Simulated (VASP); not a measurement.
A run of VASP 6.6.1 is set up as follows.

Contents of INCAR:

```
PREC = Accurate
ENCUT = 500
EDIFF = 1E-6
ISMEAR = 0
SIGMA = 0.05
LREAL = F
LASPH = T
NELM = 120
ALGO = Normal
ISIF = 2
LWAVE = F
LCHARG = T
GGA = PE
LELF = T
LVHAR = T
NBANDS = 17
GGA_COMPAT = F
```

The input KPOINTS:

```
regular mesh
0
Gamma
  10 10 10
```

POSCAR

```
RuSe
1.0
    0.0000000000      2.8092320259      2.8092320259
    2.8092320259      0.0000000000      2.8092320259
    2.8092320259      2.8092320259      0.0000000000
Ru Se
1 1
Direct
    0.0000000000      0.0000000000      0.0000000000
    0.2500000000      0.2500000000      0.2500000000
```

Potentials or basis: VASP PAW PBE potentials, release 64 (Ru_pv, Se).

Launch:

```sh
$ cat potpaw_PBE.64/Ru_pv/POTCAR potpaw_PBE.64/Se/POTCAR > POTCAR
$ mpirun -np 1 vasp_std > vasp.out
```

(1) Predict the band gap on the k mesh.

(2) Estimate the pressure.

Answers

(1) zero (band 10 reaches 7.49 eV, above the bottom of band 11 at 5.28 eV).

(2) -6.2 GPa.
